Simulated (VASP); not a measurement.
PbSe, 4 atoms in the cell. Symmetry: Cm, No. 8, monoclinic system. Conventional cell: a = 6.476 Å, b = 25.158 Å, c = 4.554 Å, α = 90.00°, β = 134.20°, γ = 90.00°. Within 4.0 Å of Pb (site symmetry 1) lie 5 Se at 3.06 to 3.42 Å. Within 4.0 Å of Se (site symmetry 1) lie 5 Pb at 3.06 to 3.42 Å.  This cell differs from its parent crystal: strained and its atoms moved.

- Program: VASP 6.6.1
- Task: single point
- Functional: PBEsol
- Potentials or basis: VASP PAW PBE potentials, release 64 (Pb_d, Se)
- Cutoff: 520 eV
- k mesh: 6 × 6 × 6
- Occupations: gaussian, width 0.02 eV
- Spin: no spin polarisation
- Dipole correction: no
- Further INCAR settings: ALGO = Normal; EDIFF = 1e-07; NBANDS = 28

Potentials or basis: VASP PAW PBE potentials, release 64 (Pb_d, Se).

Command:

```console
$ cat potpaw_PBE.64/Pb_d/POTCAR potpaw_PBE.64/Se/POTCAR > POTCAR
$ mpirun -np 1 vasp_std > vasp.out
```

Hardware: 1 thread of Intel(R) Xeon(R) Platinum 8259CL CPU @ 2.50GHz (Skylake/Cascade Lake) (shared host).

Task: How long does it take, and how much memory?

Result: Wall time 23 min on 1 thread of Intel(R) Xeon(R) Platinum 8259CL CPU @ 2.50GHz (Skylake/Cascade Lake), with other jobs on the host, peak memory 0.98 GiB. Counts: scf iterations 19, k points 68.
